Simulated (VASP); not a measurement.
Runs of VASP 6.6.1 on TiO2. The structure is that of space group I4_1/amd (No. 141), or close to it. The cells are those of the table. 

```tsv
task	cell	gap on the mesh (eV)	pressure (GPa)	largest force (eV/Å)
single point	a = 5.498 Å, angles 138.5, 138.5, 60.2°, 6 atoms	(a)	-4.8	0.32
electric field gradients	a = 5.485 Å, angles 138.8, 138.8, 59.7°, 6 atoms	2.05	(b)	0.35
single point	a = 5.334 Å, angles 138.4, 138.4, 60.2°, 6 atoms	2.19	15.2	1.12
electric field gradients	a = 5.530 Å, angles 139.4, 139.4, 58.7°, 6 atoms	2.07	-1.8	0.11
electric field gradients	a = 5.471 Å, angles 139.1, 139.1, 59.2°, 6 atoms	2.10	2.4	0.36
```

Alike in all rows: level PBE; potentials or basis VASP PAW PBE potentials, release 64 (Ti_sv, O); no spin polarisation; k mesh 13 × 13 × 13; cutoff (eV) 520; smearing fermi-dirac 0.08 eV.

Problem. Fill in the values left out.

Solution. (a) 2.01; (b) -1.4.

Caveats: forces of over 1 eV/Å act on the atoms, so gaps and moduli don't describe the material at rest (some runs).

A k mesh can miss the band edges.
